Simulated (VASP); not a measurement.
Runs of VASP 6.6.1 on AlGa2Sb3. The structure is that of space group R-3m (No. 166), or close to it. The cells are those of the table. 

```csv
task,cell,k mesh,cutoff (eV),gap on the mesh (eV),pressure (GPa),relaxed volume (Å³/atom),largest force (eV/Å)
single point,"a = 6.276 Å, angles 60.3°, 6 atoms",3 × 3 × 3,520,none,19.9,-,(b)
single point,"a = 5.617 Å, angles 72.7°, 6 atoms",6 × 6 × 6,520,none,0.0,-,-
relaxation of cell and atoms,"relaxed from a = 6.276 Å, angles 60.3°, 6 atoms",3 × 3 × 3,600,none,0.1,26.79,0.01
single point,"a = 6.182 Å, angles 58.5°, 6 atoms",3 × 3 × 3,520,none,0.0,-,-
relaxation of cell and atoms,"relaxed from a = 6.182 Å, angles 58.5°, 6 atoms",6 × 6 × 6,600,none,0.2,26.09,0.02
single point,"a = 5.626 Å, angles 72.4°, 6 atoms",6 × 6 × 6,520,none,0.0,-,0.03
relaxation of cell and atoms,"relaxed from a = 5.626 Å, angles 72.4°, 6 atoms",6 × 6 × 6,600,none,0.0,(a),0.01
```

Alike in all rows: level PBE; potentials or basis VASP PAW PBE potentials, release 64 (Al, Ga_d, Sb); no spin polarisation; smearing gaussian 0.1 eV.

Question: Fill in the values left out.

Answer: (a) 26.22; (b) 7.95.

Caveats: some runs use coarse meshes; spin-orbit coupling is left out, which moves the levels of the heavy elements; forces of over 1 eV/Å act on the atoms, so gaps and moduli don't describe the material at rest (some runs).

A k mesh can miss the band edges, and the runs leave out spin-orbit coupling on Ga, Sb.

A gap of «none» marks levels without a gap at the run's occupations.
